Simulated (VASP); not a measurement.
A run of VASP 6.6.1 is set up as follows.

The input INCAR:

```
ALGO = Normal
EDIFF = 1E-6
ENCUT = 520
GGA = PE
ISIF = 2
ISMEAR = -1
LASPH = T
LCHARG = F
LREAL = F
LWAVE = F
NBANDS = 12
NELM = 80
PREC = Accurate
SIGMA = 0.06122561905347299
```

File KPOINTS:

```
k-points
0
Gamma
  15 15 15
```

The input POSCAR:

```
Au
1.0
    0.0000000000      2.0505781063      2.0505781063
    2.0505781063      0.0000000000      2.0505781063
    2.0505781063      2.0505781063      0.0000000000
Au
1
Direct
    0.0000000000      0.0000000000      0.0000000000
```

Potentials or basis: VASP PAW PBE potentials, release 64 (Au).

Run with:

```bash
$ cat potpaw_PBE.64/Au/POTCAR > POTCAR
$ mpirun -np 1 vasp_std > vasp.out
```

Q: Estimate the pressure.

A: 6.1 GPa.
